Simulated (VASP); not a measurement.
The system is C.

```
CELL_PARAMETERS angstrom
0.00000 2.25897 2.25897
2.25897 0.00000 2.25897
2.25897 2.25897 0.00000
ATOMIC_POSITIONS crystal
C 0.00000 0.00000 0.00000
C 0.25000 0.25000 0.25000
```

- Program: VASP 6.6.1
- Task: relaxation of cell and atoms
- Functional: PBE
- Potentials or basis: VASP PAW PBE potentials, release 64 (C)
- Cutoff: 600 eV
- k mesh: 8 × 8 × 8
- Occupations: gaussian, width 0.1 eV
- Spin: no spin polarisation

At the start: pressure -70.9 GPa; volume 11.53 Å³/atom.

Problem. Where does the relaxation end?

Solution. Over 3 steps the energy falls by 2434.8 meV/atom and the volume is 5.70 Å³/atom (-50.5 %); space group Fd-3m (No. 227, to 0.1 Å) before and after.

The path:
```tsv
step	energy change (eV)	largest force (eV/Å)	pressure (GPa)	volume (Å³)
1	0.0000	0.0000	-70.88	23.05
2	-4.5294	0.0000	80.33	9.88
3	-4.8696	0.0000	-0.17	11.40
```

Final structure:
```
CELL_PARAMETERS angstrom
0.00000 1.78646 1.78646
1.78646 0.00000 1.78646
1.78646 1.78646 0.00000
ATOMIC_POSITIONS crystal
C 0.00000 0.00000 0.00000
C 0.25000 0.25000 0.25000
```

Caveat: the volume moved by over 15 % at a fixed basis, so the end points are rough.
